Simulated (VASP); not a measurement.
# Hf (Im-3m) in VASP: further runs

Runs on Hf. Level: LDA. Tasks: single point.

Program: VASP 6.6.1. These are calculated values, not measurements. Logs are shortened: lines on timing, memory, paths and dates and some standing lists are left out, and cuts for length are marked.

## Step 1: The cell of the first run

Symmetry: Im-3m, No. 229, cubic system. The conventional cell has a = 3.325 Å, b = 3.325 Å, c = 3.325 Å, α = 90.00°, β = 90.00°, γ = 90.00°. Hf (site symmetry m-3m) has 14 Hf at 2.88 to 3.33 Å within 3.8 Å.

This isn't the form of Hf at room conditions, which is hcp.

## Step 2: Single point, LDA (18.38 Å³/atom)

Input file INCAR:

```
SYSTEM = Hf
  PREC = Accurate
  ENCUT = 520
  EDIFF = 1E-7
  ISMEAR = -1
  SIGMA = 0.08
  LREAL = .False.
  LASPH = .True.
  NELM = 100
  ALGO = Normal
  ISIF = 2
  LWAVE = .False.
  LCHARG = .False.
  NBANDS = 11
```

Input file KPOINTS:

```
regular mesh
0
Gamma
  17 17 17
  0 0 0
```

Input file POSCAR:

```
Hf
1.0
   -1.6625750287      1.6625750287      1.6625750287
    1.6625750287     -1.6625750287      1.6625750287
    1.6625750287      1.6625750287     -1.6625750287
Hf
1
Direct
    0.0000000000      0.0000000000      0.0000000000
```

Potentials or basis: VASP PAW LDA potentials, release 64 (Hf_pv).

On the command line:

```bash
> cat potpaw_LDA.64/Hf_pv/POTCAR > POTCAR
> mpirun -np 1 vasp_std > vasp.out
```

OUTCAR:

```text
SYSTEM = Hf
   PREC = Accurate
   ENCUT = 520
   EDIFF = 1E-7
   ISMEAR = -1
   LREAL = .False.
   LASPH = .True.
   NELM = 100
   ISIF = 2

 ion  position               nearest neighbor table
   1  0.000  0.000  0.000-

  LATTYP: Found a body centered cubic cell.
 ALAT       =     3.3251500574

  Lattice vectors:

 A1 = (  -1.6625750287,   1.6625750287,   1.6625750287)
 A2 = (   1.6625750287,  -1.6625750287,   1.6625750287)
 A3 = (   1.6625750287,   1.6625750287,  -1.6625750287)

Analysis of symmetry for initial positions (statically):
=====================================================================
 Subroutine PRICEL returns:
 Original cell was already a primitive cell.

 Routine SETGRP: Setting up the symmetry group for a
 body centered cubic supercell.

 Subroutine GETGRP returns: Found 48 space group operations
 (whereof 48 operations were pure point group operations)
 out of a pool of 48 trial point group operations.

The static configuration has the point symmetry O_h .

Analysis of symmetry for dynamics (positions and initial velocities):
=====================================================================
 Subroutine PRICEL returns:
 Original cell was already a primitive cell.

 Routine SETGRP: Setting up the symmetry group for a
 body centered cubic supercell.

 Subroutine GETGRP returns: Found 48 space group operations
 (whereof 48 operations were pure point group operations)
 out of a pool of 48 trial point group operations.

The dynamic configuration has the point symmetry O_h .

 Subroutine INISYM returns: Found 48 space group operations
 (whereof 48 operations are pure point group operations),
 and found     1 'primitive' translations

----------------------------------------------------------------------------------------

                                     Primitive cell

  volume of cell :      18.3825

  direct lattice vectors                    reciprocal lattice vectors
    -1.662575029  1.662575029  1.662575029     0.000000000  0.300738307  0.300738307
     1.662575029 -1.662575029  1.662575029     0.300738307  0.000000000  0.300738307
     1.662575029  1.662575029 -1.662575029     0.300738307  0.300738307  0.000000000

  length of vectors
     2.879664421  2.879664421  2.879664421     0.425308193  0.425308193  0.425308193

  position of ions in fractional coordinates (direct lattice)
     0.000000000  0.000000000  0.000000000

  ion indices of the primitive-cell ions
   primitive index   ion index
                 1           1

----------------------------------------------------------------------------------------

 KPOINTS: regular mesh

Automatic generation of k-mesh.
 Grid dimensions read from file:
 generate k-points for:   17   17   17

 Generating k-lattice:

  Cartesian coordinates                     Fractional coordinates (reciprocal lattice)
     0.000000000  0.017690489  0.017690489     0.058823529  0.000000000  0.000000000
     0.017690489  0.000000000  0.017690489     0.000000000  0.058823529  0.000000000
     0.017690489  0.017690489  0.000000000     0.000000000  0.000000000  0.058823529

  Length of vectors
     0.025018129  0.025018129  0.025018129

  Shift w.r.t. Gamma in fractional coordinates (k-lattice)
     0.000000000  0.000000000  0.000000000

 Subroutine IBZKPT returns following result:
 ===========================================

 Found    165 irreducible k-points:

 Following reciprocal coordinates:
            Coordinates               Weight
  0.000000  0.000000  0.000000      1.000000
  0.058824  0.000000  0.000000     12.000000
  0.117647  0.000000  0.000000     12.000000
  0.176471  0.000000  0.000000     12.000000
  0.235294  0.000000  0.000000     12.000000
  0.294118  0.000000  0.000000     12.000000
[... 16 lines left out ...]
  0.411765  0.117647  0.000000     48.000000
  0.176471  0.176471  0.000000     24.000000
 [... further k-points ...]
   k-points           NKPTS =    165   k-points in BZ     NKDIM =    165   number of bands    NBANDS=     11
   number of dos      NEDOS =    301   number of ions     NIONS =      1
   total plane-waves  NPLWV =  13824
   dimension x,y,z NGX =    24 NGY =   24 NGZ =   24
   dimension x,y,z NGXF=    48 NGYF=   48 NGZF=   48
   ions per type =               1
   NGX,Y,Z   is equivalent  to a cutoff of  13.86, 13.86, 13.86 a.u.
   NGXF,Y,Z  is equivalent  to a cutoff of  27.71, 27.71, 27.71 a.u.
 SYSTEM =  Hf
   PREC   = accura    normal or accurate (medium, high low for compatibility)
   ISTART =      0    job   : 0-new  1-cont  2-samecut
   ICHARG =      2    charge: 1-file 2-atom 10-const
   ISPIN  =      1    spin polarized calculation?
   LNONCOLLINEAR =      F non collinear calculations
   LSORBIT =      F    spin-orbit coupling
   LASPH  =      T    aspherical Exc in radial PAW
   ENCUT  =  520.0 eV  38.22 Ry    6.18 a.u.   5.35  5.35  5.35*2*pi/ulx,y,z
   NELM   =    100;   NELMIN=  2; NELMDL= -5     # of ELM steps
   EDIFF  = 0.1E-06   stopping-criterion for ELM
   LREAL  =      F    real-space projection
   EDIFFG = 0.1E-05   stopping-criterion for IOM
   NSW    =      0    number of steps for IOM
   IBRION =     -1    ionic relax: 0-MD 1-quasi-New 2-CG
   NFREE  =      0    steps in history (QN), initial steepest desc. (CG)
   ISIF   =      2    stress and relaxation
   ISYM   =      2    0-nonsym 1-usesym 2-fastsym
   POTIM  = 0.5000    time-step for ionic-motion
   TEBEG  =    0.0;   TEEND  =   0.0 temperature during run
   PSTRESS=    0.0 pullay stress
   NELECT =      10.0000    total number of electrons
   NUPDOWN=      -1.0000    fix difference up-down
   EMIN   =  10.00;   EMAX   =-10.00  energy-range for DOS
   EFERMI =   0.00;   METHOD = LEGACY
   ISMEAR =    -1;   SIGMA  =   0.08  broadening in eV -4-tet -1-fermi 0-gaus
   EFERMI_NEDOS =   21; number of points for ismear=-14 and -15
   IALGO  =     38    algorithm
   IMIX   =      4    mixing-type and parameters
     AMIX     =   0.40;   BMIX     =  1.00
     AMIX_MAG =   1.60;   BMIX_MAG =  1.00
  volume/ion in A,a.u.               =      18.38       124.05
  Fermi-wavevector in a.u.,A,eV,Ry     =   1.336412  2.525452 24.299952  1.785996
  Thomas-Fermi vector in A             =   2.465040
   LORBIT       =      0    0 simple, 1 ext, 2 COOP (PROOUT), +10 PAW based schemes
   GGA     = CA    functional components
   LHFCALC =     F    Hartree Fock is set to
   AEXX    =    0.0000 exact exchange contribution
   IVDW    =     0    specifies the selected vdW correction
   LEPSILON=     F    determine dielectric tensor
   LRPA    =     F    only Hartree local field effects (RPA)
 non-spin polarized calculation
  energy-cutoff  :      520.00
  volume of cell :       18.38
 maximum number of plane-waves:       531
 NGX is ok and might be reduce to    24
   NGX = 11   NGY = 11   NGZ = 11

 number of electron      10.0000000 magnetization

 number of electron       9.9999999 magnetization

 Free energy of the ion-electron system (eV)
  ---------------------------------------------------
  ext. energy  EPLUGINS =         0.00000000
  ---------------------------------------------------
  free energy    TOTEN  =       -10.48030561 eV

  energy without entropy =      -10.45272162  energy(sigma->0) =      -10.46651361

 E-fermi :   5.8820     XC(G=0): -12.3903

 val. band max:        5.8795234974   @ k =   0.2353   0.0588   0.0000
 cond. band min:       5.8880035227   @ k =  -0.3529  -0.4706   0.1176
 fundamental gap:      0.0084800252
 Fermi energy:         5.8820392069

 k-point     1 :       0.0000    0.0000    0.0000
  band No.  band energies     occupation
      1     -23.0236      2.00000
      2     -23.0236      2.00000
      3     -23.0236      2.00000
      4      -1.6540      2.00000
      5       7.4531      0.00000
      6       7.4531      0.00000
      7       7.4531      0.00000
      8      10.8586      0.00000
      9      10.8586      0.00000
     10      18.8939      0.00000
     11      20.2155      0.00000

 k-point     2 :       0.0588    0.0000    0.0000
  band No.  band energies     occupation
      1     -23.0832      2.00000
      2     -23.0410      2.00000
      3     -23.0241      2.00000
      4      -1.4883      2.00000
      5       7.3348      0.00000
      6       7.4126      0.00000
      7       7.6158      0.00000
      8      10.6503      0.00000
      9      10.8528      0.00000
     10      18.8938      0.00000
     11      20.3834      0.00000

 k-point     3 :       0.1176    0.0000    0.0000
  band No.  band energies     occupation
      1     -23.2507      2.00000
      2     -23.0905      2.00000
      3     -23.0257      2.00000
      4      -1.0138      2.00000
      5       7.0161      0.00000
      6       7.2413      0.00000
      7       8.0987      0.00000
      8      10.2640      0.00000
      9      10.8502      0.00000
     10      18.8934      0.00000
     11      20.8160      0.00000

 k-point     4 :       0.1765    0.0000    0.0000
  band No.  band energies     occupation
      1     -23.4965      2.00000
      2     -23.1646      2.00000
      3     -23.0281      2.00000
      4      -0.3000      2.00000
      5       6.5797      0.00033
      6       6.8828      0.00001
      7       8.8857      0.00000
      8      10.0818      0.00000
      9      10.8856      0.00000
     10      18.8927      0.00000
     11      21.2358      0.00000

 k-point     5 :       0.2353    0.0000    0.0000
  band No.  band energies     occupation
      1     -23.7808      2.00000
      2     -23.2526      2.00000
      3     -23.0310      2.00000
      4       0.5261      2.00000
      5       6.1112      0.10789
      6       6.4783      0.00116
      7       9.9492      0.00000
      8      10.2026      0.00000
      9      10.9937      0.00000
     10      18.8912      0.00000
     11      21.0777      0.00000
[... 211 lines left out ...]
 k-point    21 :       0.2941    0.1176   -0.0000
  band No.  band energies     occupation
      1     -24.2897      2.00000
      2     -23.4687      2.00000
      3     -23.1095      2.00000
      4       2.1698      2.00000
      5       5.3214      1.99819
      6       6.2027      0.03570
      7      10.3568      0.00000
      8      11.8433      0.00000
      9      13.2976      0.00000
     10      18.8631      0.00000
     11      19.3438      0.00000

 k-point    22 :       0.3529    0.1176    0.0000
  band No.  band energies     occupation
      1     -24.4369      2.00000
      2     -23.5435      2.00000
      3     -23.1136      2.00000
      4       2.3241      2.00000
      5       5.1250      1.99984
      6       6.7860      0.00002
      7      10.5996      0.00000
      8      12.0102      0.00000
      9      14.6731      0.00000
     10      18.5548      0.00000
     11      18.9164      0.00000

 k-point    23 :       0.4118    0.1176    0.0000
  band No.  band energies     occupation
      1     -24.5144      2.00000
      2     -23.5836      2.00000
      3     -23.1157      2.00000
      4       2.3335      2.00000
      5       5.0236      1.99996
      6       7.3201      0.00000
      7      10.5845      0.00000
      8      12.2363      0.00000
      9      15.6663      0.00000
     10      18.0741      0.00000
     11      18.6862      0.00000

 k-point    24 :       0.1765    0.1765    0.0000
  band No.  band energies     occupation
      1     -24.0449      2.00000
      2     -23.3591      2.00000
      3     -23.1304      2.00000
      4       1.7223      2.00000
      5       5.5828      1.95364
      6       5.9456      0.62216
      7       9.8005      0.00000
      8      11.7383      0.00000
      9      11.8400      0.00000
     10      18.8861      0.00000
     11      20.7306      0.00000

 [... further k-points ...]

------------------------ aborting loop because EDIFF is reached ----------------------------------------

  FORCE on cell =-STRESS in cart. coord.  units (eV):
  Direction    XX          YY          ZZ          XY          YZ          ZX
  --------------------------------------------------------------------------------------
  -------------------------------------------------------------------------------------
  Total        1.6377291      1.6377291      1.6377291     -0.0000000     -0.0000000      0.0000000
  in kB      142.7410576    142.7410576    142.7410576     -0.0000000     -0.0000000      0.0000000
  external PRESSURE =     142.7410576 kB  Pullay stress =       0.0000000 kB

 VOLUME and BASIS-vectors are now :
 -----------------------------------------------------------------------------
  energy-cutoff  :      520.00
  volume of cell :       18.38
      direct lattice vectors                 reciprocal lattice vectors
    -1.662575029  1.662575029  1.662575029     0.000000000  0.300738307  0.300738307
     1.662575029 -1.662575029  1.662575029     0.300738307  0.000000000  0.300738307
     1.662575029  1.662575029 -1.662575029     0.300738307  0.300738307  0.000000000

 POSITION                                       TOTAL-FORCE (eV/Angst)
 -----------------------------------------------------------------------------------
      0.00000      0.00000      0.00000         0.000000     -0.000000      0.000000
 -----------------------------------------------------------------------------------
    total drift:                                0.000000      0.000000      0.000000

  FREE ENERGIE OF THE ION-ELECTRON SYSTEM (eV)
  ---------------------------------------------------
  free  energy   TOTEN  =       -10.4803056088 eV

  energy  without entropy=      -10.4527216158  energy(sigma->0) =      -10.46651361
```

Run time: 24 s. Hardware: 1 thread of Intel Xeon 8259CL, shared host; peak memory 0.16 GiB.

Results:

* Free energy: -10.4803 eV
* Pressure: 14.3 GPa
* Band gap on the k mesh: zero (bands 5 and 6 overlap by 2.50 eV)

Levels at points of the mesh, in eV from the Fermi level:
```tsv
k point	band 3	band 4	band 5	band 6	band 7	band 8
(0.00, 0.00, 0.00)	-28.91	-7.54	1.57	1.57	1.57	4.98
```

Caveat: the cell stands under pressure; spin-orbit coupling is left out, which moves the levels of the heavy elements.

## Step 3: Single point, LDA (18.38 Å³/atom)

Input file INCAR:

```
PREC = Accurate
ENCUT = 520
EDIFF = 1E-6
ISMEAR = -1
SIGMA = 0.08
LREAL = F
LASPH = T
NELM = 60
ALGO = Normal
ISIF = 2
LWAVE = F
LCHARG = T
LELF = T
LVHAR = T
NBANDS = 11
```

Input file KPOINTS:

```
regular mesh
0
Gamma
  17 17 17
```

POSCAR is that of step 2.

Potentials or basis: VASP PAW LDA potentials, release 64 (Hf_pv).

On the command line:

```bash
> cat potpaw_LDA.64/Hf_pv/POTCAR > POTCAR
> mpirun -np 1 vasp_std > vasp.out
```

Run time: 23 s. Hardware: 1 thread of Intel Xeon 8259CL, shared host; peak memory 0.15 GiB.

The run converged. Its results:

| Item | Value |
| --- | --- |
| Free energy | -10.4803 eV |
| Pressure | 14.4 GPa |
| Band gap on the k mesh | zero (bands 5 and 6 overlap by 2.49 eV) |

Levels at points of the mesh, in eV from the Fermi level:
```csv
k point,band 3,band 4,band 5,band 6,band 7,band 8
"(0.00, 0.00, 0.00)",-28.91,-7.54,1.57,1.57,1.57,4.98
```

Caveat: the cell stands under pressure; spin-orbit coupling is left out, which moves the levels of the heavy elements.

## Step 4: Single point, LDA

This run uses another cell than the first one, of 20.42 Å³/atom.

Input file INCAR:

```
SYSTEM = Hf
PREC = Accurate ; ENCUT = 520
EDIFF = 1E-7 ; ISMEAR = -1
SIGMA = 0.08 ; LREAL = .False.
LASPH = .True. ; NELM = 60
ALGO = Normal ; ISIF = 2
LWAVE = .False. ; LCHARG = .True.
LELF = .True. ; LVHAR = .True.
NBANDS = 11
```

Input file KPOINTS:

```
Automatic mesh
0
Gamma
  17 17 17
  0 0 0
```

Input file POSCAR:

```
Hf
1.0
   -1.7220023909      1.7220023909      1.7220023909
    1.7220023909     -1.7220023909      1.7220023909
    1.7220023909      1.7220023909     -1.7220023909
Hf
1
Direct
    0.0000000000      0.0000000000      0.0000000000
```

On the command line:

```bash
> cat potpaw_LDA.64/Hf_pv/POTCAR > POTCAR
> mpirun -np 1 vasp_std > vasp.out
```

It took 33 s on 1 thread of Intel Xeon 8259CL, shared host; peak memory 0.15 GiB.

It converged, with:

```
Free energy            : -10.5657 eV
Pressure               : 0.1 GPa
Band gap on the k mesh : zero (bands 5 and 6 overlap by 2.31 eV)
```

Levels at points of the mesh, in eV from the Fermi level:
| k point | band 2 | band 3 | band 4 | band 5 | band 6 | band 7 | band 8 | band 9 |
| --- | --- | --- | --- | --- | --- | --- | --- | --- |
| (0.00, 0.00, 0.00) | -29.31 | -29.31 | -7.24 | 1.52 | 1.52 | 1.52 | 4.58 | 4.58 |

Caveat: spin-orbit coupling is left out, which moves the levels of the heavy elements.
